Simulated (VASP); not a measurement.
# Mn2Ni (Fm-3m) in VASP: notebook

The runs below take Mn2Ni through single point, relaxation of cell and atoms, with PBE.

Everything below comes from runs of VASP 6.6.1. Logs are shortened: lines on timing, memory, paths and dates and some standing lists are left out, and cuts for length are marked.

## Step 1: The cell of the first run

It takes space group Fm-3m (No. 225, cubic). The conventional cell has a = 5.678 Å, b = 5.678 Å, c = 5.678 Å, α = 90.00°, β = 90.00°, γ = 90.00°. Within 3.2 Å of Mn (site symmetry -43m) lie 4 Ni at 2.46 Å and 6 Mn at 2.84 Å. Ni (site symmetry m-3m) has 8 Mn at 2.46 Å within 3.2 Å.

## Step 2: Single point, PBE, collinear spin, ferromagnetic start

INCAR

```
SYSTEM = Mn2Ni
PREC     = Accurate       ! precision mode
ENCUT    = 520            ! plane-wave cutoff, eV
EDIFF    = 1E-6           ! SCF threshold, eV
ISMEAR   = 0              ! smearing method
SIGMA    = 0.1            ! smearing width, eV
LREAL    = .FALSE.        ! projectors in reciprocal space
LASPH    = .TRUE.         ! aspherical terms in the spheres
NELM     = 150            ! most SCF steps
ALGO     = Normal         ! electronic algorithm
ISIF     = 2              ! what is computed and relaxed
LWAVE    = .FALSE.        ! write WAVECAR
LCHARG   = .TRUE.         ! write CHGCAR
ISPIN    = 2              ! spin polarisation
MAGMOM   = 2.1 2.1 0.47   ! initial moments
LORBIT   = 11             ! projections on sites
LMAXMIX  = 4              ! l up to which the mixer works
GGA      = PE             ! functional
LELF     = .TRUE.         ! ELF
LVHAR    = .TRUE.       
NBANDS   = 29             ! bands
```

KPOINTS

```
regular mesh
0
G
  6 6 6
  0 0 0
```

POSCAR

```
Mn2Ni
1.0
    0.0000000000      2.8388873480      2.8388873480
    2.8388873480      0.0000000000      2.8388873480
    2.8388873480      2.8388873480      0.0000000000
Mn Ni
2 1
Direct
    0.2500000000      0.2500000000      0.2500000000
    0.7500000000      0.7500000000      0.7500000000
    0.0000000000      0.0000000000      0.0000000000
```

Potentials or basis: VASP PAW PBE potentials, release 64 (Mn_pv, Ni).

The run is started by

```bash
$ cat potpaw_PBE.64/Mn_pv/POTCAR potpaw_PBE.64/Ni/POTCAR > POTCAR
$ mpirun -np 1 vasp_std > vasp.out
```

OUTCAR:

```text
SYSTEM = Mn2Ni
   PREC = Accurate
   ENCUT = 520
   EDIFF = 1E-6
   ISMEAR = 0
   LREAL = .FALSE.
   LASPH = .TRUE.
   NELM = 150
   ISIF = 2
   ISPIN = 2
   LORBIT = 11
   GGA = PE

 ion  position               nearest neighbor table
   1  0.250  0.250  0.250-   3 2.46   3 2.46   3 2.46   3 2.46   2 2.84   2 2.84   2 2.84   2 2.84
                             2 2.84   2 2.84
   2  0.750  0.750  0.750-   3 2.46   3 2.46   3 2.46   3 2.46   1 2.84   1 2.84   1 2.84   1 2.84
                             1 2.84   1 2.84
   3  0.000  0.000  0.000-   2 2.46   2 2.46   2 2.46   1 2.46   2 2.46   1 2.46   1 2.46   1 2.46

  LATTYP: Found a face centered cubic cell.
 ALAT       =     5.6777746960

  Lattice vectors:

 A1 = (   0.0000000000,   2.8388873480,   2.8388873480)
 A2 = (   2.8388873480,   0.0000000000,   2.8388873480)
 A3 = (   2.8388873480,   2.8388873480,   0.0000000000)

Analysis of symmetry for initial positions (statically):
=====================================================================
 Subroutine PRICEL returns:
 Original cell was already a primitive cell.

 Routine SETGRP: Setting up the symmetry group for a
 face centered cubic supercell.

 Subroutine GETGRP returns: Found 48 space group operations
 (whereof 48 operations were pure point group operations)
 out of a pool of 48 trial point group operations.

The static configuration has the point symmetry O_h .

Analysis of symmetry for dynamics (positions and initial velocities):
=====================================================================
 Subroutine PRICEL returns:
 Original cell was already a primitive cell.

 Routine SETGRP: Setting up the symmetry group for a
 face centered cubic supercell.

 Subroutine GETGRP returns: Found 48 space group operations
 (whereof 48 operations were pure point group operations)
 out of a pool of 48 trial point group operations.

The dynamic configuration has the point symmetry O_h .

Analysis of structural, dynamic, and magnetic symmetry:
=====================================================================
 Subroutine PRICEL returns:
 Original cell was already a primitive cell.

 Routine SETGRP: Setting up the symmetry group for a
 face centered cubic supercell.

 Subroutine GETGRP returns: Found 48 space group operations
 (whereof 48 operations were pure point group operations)
 out of a pool of 48 trial point group operations.

The overall configuration has the point symmetry O_h .

 Subroutine INISYM returns: Found 48 space group operations
 (whereof 48 operations are pure point group operations),
 and found     1 'primitive' translations

----------------------------------------------------------------------------------------

                                     Primitive cell

  volume of cell :      45.7588

  direct lattice vectors                    reciprocal lattice vectors
     0.000000000  2.838887348  2.838887348    -0.176125340  0.176125340  0.176125340
     2.838887348  0.000000000  2.838887348     0.176125340 -0.176125340  0.176125340
     2.838887348  2.838887348  0.000000000     0.176125340  0.176125340 -0.176125340

  length of vectors
     4.014792990  4.014792990  4.014792990     0.305058038  0.305058038  0.305058038

  position of ions in fractional coordinates (direct lattice)
     0.250000000  0.250000000  0.250000000
     0.750000000  0.750000000  0.750000000
     0.000000000  0.000000000  0.000000000

  ion indices of the primitive-cell ions
   primitive index   ion index
                 1           1
                 2           2
                 3           3

----------------------------------------------------------------------------------------

 KPOINTS: regular mesh

Automatic generation of k-mesh.
 Grid dimensions read from file:
 generate k-points for:    6    6    6

 Generating k-lattice:

  Cartesian coordinates                     Fractional coordinates (reciprocal lattice)
    -0.029354223  0.029354223  0.029354223     0.166666667  0.000000000  0.000000000
     0.029354223 -0.029354223  0.029354223     0.000000000  0.166666667  0.000000000
     0.029354223  0.029354223 -0.029354223     0.000000000  0.000000000  0.166666667

  Length of vectors
     0.050843006  0.050843006  0.050843006

  Shift w.r.t. Gamma in fractional coordinates (k-lattice)
     0.000000000  0.000000000  0.000000000

 Subroutine IBZKPT returns following result:
 ===========================================

 Found     16 irreducible k-points:

 Following reciprocal coordinates:
            Coordinates               Weight
  0.000000  0.000000  0.000000      1.000000
  0.166667  0.000000  0.000000      8.000000
  0.333333  0.000000  0.000000      8.000000
  0.500000  0.000000  0.000000      4.000000
  0.166667  0.166667  0.000000      6.000000
  0.333333  0.166667  0.000000     24.000000
[... 8 lines left out ...]
 -0.333333  0.333333  0.166667     24.000000
 -0.333333  0.500000  0.166667     12.000000
   k-points           NKPTS =     16   k-points in BZ     NKDIM =     16   number of bands    NBANDS=     29
   number of dos      NEDOS =    301   number of ions     NIONS =      3
   total plane-waves  NPLWV =  27000
   dimension x,y,z NGX =    30 NGY =   30 NGZ =   30
   dimension x,y,z NGXF=    60 NGYF=   60 NGZF=   60
   ions per type =               2   1
   NGX,Y,Z   is equivalent  to a cutoff of  12.42, 12.42, 12.42 a.u.
   NGXF,Y,Z  is equivalent  to a cutoff of  24.85, 24.85, 24.85 a.u.
 SYSTEM =  Mn2Ni
   PREC   = accura    normal or accurate (medium, high low for compatibility)
   ISTART =      0    job   : 0-new  1-cont  2-samecut
   ICHARG =      2    charge: 1-file 2-atom 10-const
   ISPIN  =      2    spin polarized calculation?
   LNONCOLLINEAR =      F non collinear calculations
   LSORBIT =      F    spin-orbit coupling
   LASPH  =      T    aspherical Exc in radial PAW
   ENCUT  =  520.0 eV  38.22 Ry    6.18 a.u.   7.46  7.46  7.46*2*pi/ulx,y,z
   NELM   =    150;   NELMIN=  2; NELMDL= -5     # of ELM steps
   EDIFF  = 0.1E-05   stopping-criterion for ELM
   LREAL  =      F    real-space projection
   EDIFFG = 0.1E-04   stopping-criterion for IOM
   NSW    =      0    number of steps for IOM
   IBRION =     -1    ionic relax: 0-MD 1-quasi-New 2-CG
   NFREE  =      0    steps in history (QN), initial steepest desc. (CG)
   ISIF   =      2    stress and relaxation
   ISYM   =      2    0-nonsym 1-usesym 2-fastsym
   POTIM  = 0.5000    time-step for ionic-motion
   TEBEG  =    0.0;   TEEND  =   0.0 temperature during run
   PSTRESS=    0.0 pullay stress
   NELECT =      36.0000    total number of electrons
   NUPDOWN=      -1.0000    fix difference up-down
   EMIN   =  10.00;   EMAX   =-10.00  energy-range for DOS
   EFERMI =   0.00;   METHOD = LEGACY
   ISMEAR =     0;   SIGMA  =   0.10  broadening in eV -4-tet -1-fermi 0-gaus
   EFERMI_NEDOS =   21; number of points for ismear=-14 and -15
   IALGO  =     38    algorithm
   IMIX   =      4    mixing-type and parameters
     AMIX     =   0.40;   BMIX     =  1.00
     AMIX_MAG =   1.60;   BMIX_MAG =  1.00
  volume/ion in A,a.u.               =      15.25       102.93
  Fermi-wavevector in a.u.,A,eV,Ry     =   1.511301  2.855944 31.076106  2.284029
  Thomas-Fermi vector in A             =   2.621376
   LORBIT       =     11    0 simple, 1 ext, 2 COOP (PROOUT), +10 PAW based schemes
   GGA     = PE    functional components
   LHFCALC =     F    Hartree Fock is set to
   AEXX    =    0.0000 exact exchange contribution
   IVDW    =     0    specifies the selected vdW correction
   LEPSILON=     F    determine dielectric tensor
   LRPA    =     F    only Hartree local field effects (RPA)
 spin polarized calculation
 Gauss-broadening in eV      SIGMA  =   0.10
  energy-cutoff  :      520.00
  volume of cell :       45.76
 maximum number of plane-waves:      1258
 NGX is ok and might be reduce to    30
   NGX = 15   NGY = 15   NGZ = 15

 number of electron      35.9999996 magnetization       8.0502153

 Free energy of the ion-electron system (eV)
  ---------------------------------------------------
  ext. energy  EPLUGINS =         0.00000000
  ---------------------------------------------------
  free energy    TOTEN  =       -22.06141521 eV

  energy without entropy =      -22.04880336  energy(sigma->0) =      -22.05510928

 E-fermi :   6.4029     XC(G=0): -11.5771

 val. band max:        6.3692740306   @ k =  -0.3333   0.5000   0.1667
 cond. band min:       6.4398951063   @ k =  -0.3333   0.3333   0.1667
 fundamental gap:      0.0706210757
 Fermi energy:         6.4029037781

 spin component 1

 k-point     1 :       0.0000    0.0000    0.0000
  band No.  band energies     occupation
      1     -43.0314      1.00000
      2     -43.0314      1.00000
      3     -43.0314      1.00000
      4     -42.9524      1.00000
      5     -42.9524      1.00000
      6     -42.9524      1.00000
[... 21 lines left out ...]
     28      15.6807      0.00000
     29      15.9274      0.00000

 k-point     2 :       0.1667    0.0000    0.0000
  band No.  band energies     occupation
      1     -43.0264      1.00000
      2     -43.0262      1.00000
      3     -43.0262      1.00000
      4     -42.9585      1.00000
      5     -42.9578      1.00000
      6     -42.9577      1.00000
[... 21 lines left out ...]
     28      16.0523      0.00000
     29      16.8198      0.00000

 k-point     3 :       0.3333    0.0000    0.0000
  band No.  band energies     occupation
      1     -43.0130      1.00000
      2     -43.0119      1.00000
      3     -43.0119      1.00000
      4     -42.9743      1.00000
      5     -42.9724      1.00000
      6     -42.9724      1.00000
[... 381 lines left out ...]
      4     -42.9926      1.00000
      5     -42.9481      1.00000
      6     -42.9476      1.00000
[... 21 lines left out ...]
     28      18.5100      0.00000
     29      18.8569      0.00000

 k-point    16 :      -0.3333    0.5000    0.1667
  band No.  band energies     occupation
      1     -43.0486      1.00000
      2     -43.0429      1.00000
      3     -43.0164      1.00000
      4     -42.9688      1.00000
      5     -42.9429      1.00000
      6     -42.9389      1.00000
[... 21 lines left out ...]
     28      19.2218      0.00000
     29      19.2353      0.00000
 Fermi energy:         6.4029037781

 spin component 2

 k-point     1 :       0.0000    0.0000    0.0000
  band No.  band energies     occupation
      1     -39.2300      1.00000
      2     -39.2300      1.00000
      3     -39.2300      1.00000
      4     -39.1394      1.00000
      5     -39.1394      1.00000
      6     -39.1394      1.00000
[... 21 lines left out ...]
     28      16.7153      0.00000
     29      16.7153      0.00000

 k-point     2 :       0.1667    0.0000    0.0000
  band No.  band energies     occupation
      1     -39.2244      1.00000
      2     -39.2240      1.00000
      3     -39.2240      1.00000
      4     -39.1466      1.00000
      5     -39.1456      1.00000
      6     -39.1456      1.00000
[... 21 lines left out ...]
     28      16.9986      0.00000
     29      17.5864      0.00000

 k-point     3 :       0.3333    0.0000    0.0000
  band No.  band energies     occupation
      1     -39.2092      1.00000
      2     -39.2077      1.00000
      3     -39.2077      1.00000
      4     -39.1650      1.00000
      5     -39.1624      1.00000
      6     -39.1624      1.00000
[... 382 lines left out ...]
      5     -39.1341      1.00000
      6     -39.1333      1.00000
[... 21 lines left out ...]
     28      19.5729      0.00000
     29      19.9154      0.00000

 k-point    16 :      -0.3333    0.5000    0.1667
  band No.  band energies     occupation
      1     -39.2514      1.00000
      2     -39.2441      1.00000
      3     -39.2133      1.00000
      4     -39.1582      1.00000
      5     -39.1281      1.00000
      6     -39.1232      1.00000
[... 21 lines left out ...]
     28      19.9664      0.00000
     29      20.5012      0.00000

------------------------ aborting loop because EDIFF is reached ----------------------------------------

  FORCE on cell =-STRESS in cart. coord.  units (eV):
  Direction    XX          YY          ZZ          XY          YZ          ZX
  --------------------------------------------------------------------------------------
  -------------------------------------------------------------------------------------
  Total        0.1528288      0.1528288      0.1528288      0.0000000      0.0000000      0.0000000
  in kB        5.3510789      5.3510789      5.3510789      0.0000000      0.0000000      0.0000000
  external PRESSURE =       5.3510789 kB  Pullay stress =       0.0000000 kB

 VOLUME and BASIS-vectors are now :
 -----------------------------------------------------------------------------
  energy-cutoff  :      520.00
  volume of cell :       45.76
      direct lattice vectors                 reciprocal lattice vectors
     0.000000000  2.838887348  2.838887348    -0.176125340  0.176125340  0.176125340
     2.838887348  0.000000000  2.838887348     0.176125340 -0.176125340  0.176125340
     2.838887348  2.838887348  0.000000000     0.176125340  0.176125340 -0.176125340

 POSITION                                       TOTAL-FORCE (eV/Angst)
 -----------------------------------------------------------------------------------
      1.41944      1.41944      1.41944         0.000000      0.000000      0.000000
      4.25833      4.25833      4.25833         0.000000     -0.000000     -0.000000
      0.00000      0.00000      0.00000        -0.000000      0.000000     -0.000000
 -----------------------------------------------------------------------------------
    total drift:                                0.000000     -0.000000      0.000000

  FREE ENERGIE OF THE ION-ELECTRON SYSTEM (eV)
  ---------------------------------------------------
  free  energy   TOTEN  =       -22.0614152058 eV

  energy  without entropy=      -22.0488033551  energy(sigma->0) =      -22.05510928

 total charge

# of ion       s       p       d       tot
------------------------------------------
    1        0.345   6.210   4.983  11.538
    2        0.345   6.210   4.983  11.538
    3        0.597   0.478   8.350   9.426
--------------------------------------------------
tot          1.288  12.898  18.316  32.502

 magnetization (x)

# of ion       s       p       d       tot
------------------------------------------
    1        0.004   0.017   3.550   3.571
    2        0.004   0.017   3.550   3.571
    3       -0.062  -0.016   0.703   0.625
--------------------------------------------------
tot         -0.053   0.018   7.802   7.767
```

It took 2.3 min on 1 thread of Intel Xeon 8259CL, shared host; peak memory 0.2 GiB.

What came out:

| Quantity | Value |
| --- | --- |
| Free energy | -22.0614 eV |
| Pressure | 0.5 GPa |
| Net moment | 8.05 μB per cell |
| Site moments | Mn +3.57; Ni +0.62 μB |
| Valence electrons inside the program's atomic spheres | Mn 11.54; Ni 9.43 |

(Part 1 of 2 ends here.)
